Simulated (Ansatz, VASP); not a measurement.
## One calculation of HfN, two programs

```
Hf N
1.0
     0.00000    2.41597    2.41597
     2.41597    0.00000    2.41597
     2.41597    2.41597    0.00000
Hf N
1 1
Direct
  0.00000 0.00000 0.00000
  0.75000 0.75000 0.75000
```

Alike in both runs: task relaxation of cell and atoms; functional LDA; k mesh 16 × 16 × 16; occupations gaussian, width 0.1 eV; no spin polarisation.

```csv
,VASP,Ansatz
version,VASP 6.6.1,Ansatz 0.2.0
potentials or method,"VASP PAW LDA potentials, release 64 (Hf_pv, N), cutoff 600 eV","scalar-relativistic, plane waves, PAW"
valence electrons in the cell,15,31
```

```tsv
	VASP	Ansatz	Ansatz less VASP
gap on the k mesh at the Fermi level, each at its own relaxed structure (eV)	none	none	-
relaxed volume (Å³/atom)	14.06	14.08	+0.014
relaxed length of the cell vector where the two differ most in proportion (Å)	3.414	3.415	+0.0011
```

LDA's correlation is that of Perdew and Zunger in VASP and of Perdew and Wang (1992) in Ansatz. A gap of «none» marks a metal or a gap that the smearing closes. VASP's potentials hold 15 valence electrons a cell and Ansatz's 31, so a difference there can come from the potentials and not from the codes.

Spin-orbit coupling is off throughout.
